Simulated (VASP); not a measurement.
**Sc: single point with BLYP**

The system is Sc.

```
CELL_PARAMETERS angstrom
0.00000 2.25934 2.25934
2.25934 0.00000 2.25934
2.25934 2.25934 0.00000
ATOMIC_POSITIONS crystal
Sc 0.00000 0.00000 0.00000
```

This isn't the form of Sc at room conditions, which is hcp.

```yaml
Program: VASP 6.6.1
Task: single point
Functional: BLYP
Potentials_or_basis: VASP PAW PBE potentials, release 64 (Sc_sv)
Cutoff: 520 eV
k_mesh: 13 × 13 × 13
Occupations: fermi-dirac, width 0.1 eV
Spin: no spin polarisation
Dipole_correction: no
Further_INCAR_settings: ALGO = Normal; EDIFF = 1e-07; NBANDS = 12
```

```yaml
Pressure: 4.7 GPa
Band_gap_on_the_k_mesh: zero (an odd number of electrons rules out a gap without spin polarisation)
```

Levels at points of the mesh, in eV from the Fermi level:
```
           k point  band 1  band 2  band 3  band 4  band 5  band 6  band 7  band 8  band 9  band 10
(0.00, 0.00, 0.00)  -49.13  -27.65  -27.65  -27.65   -5.19    1.56    1.56    1.56    3.04     3.04
```

It took 23 s on 1 thread of AMD EPYC 7R13 Processor (Zen 3), with other jobs on the host, peak memory 0.12 GiB.

Caveat: the cell stands under pressure; the PAW data sets were made with another functional, which shifts forces and pressure a little.
